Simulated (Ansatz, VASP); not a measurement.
**Two plane-wave programs on Os**

```
CELL_PARAMETERS angstrom
4.32351 0.00000 0.00000
-2.16176 3.74427 0.00000
0.00000 0.00000 2.72614
ATOMIC_POSITIONS crystal
Os 0.00000 0.00000 0.00000
Os 0.33333 0.66667 0.50000
Os 0.66667 0.33333 0.50000
```

Alike in both runs: functional PBE; k mesh 6 × 6 × 6; occupations gaussian, width 0.1 eV; no spin polarisation.

Ansatz relaxed the structure, and its values are those at the end. VASP's run is a single point on that final structure, the one shown.

```csv
,VASP,Ansatz
version,VASP 6.6.1,Ansatz 0.2.0
potentials or method,"VASP PAW PBE potentials, release 64 (Os_sv_GW), cutoff 560 eV","scalar-relativistic, plane waves, PAW"
valence electrons in the cell,48,48
```

|  | VASP | Ansatz | Ansatz less VASP |
| --- | --- | --- | --- |
| gap on the k mesh at the Fermi level (eV) | none | none | - |
| pressure (GPa) | -1.3 | 0.0 | +1.30 |

A gap of «none» marks a metal or a gap that the smearing closes.

The k mesh is coarse, so the values compare programs but aren't converged. Spin-orbit coupling is off throughout.
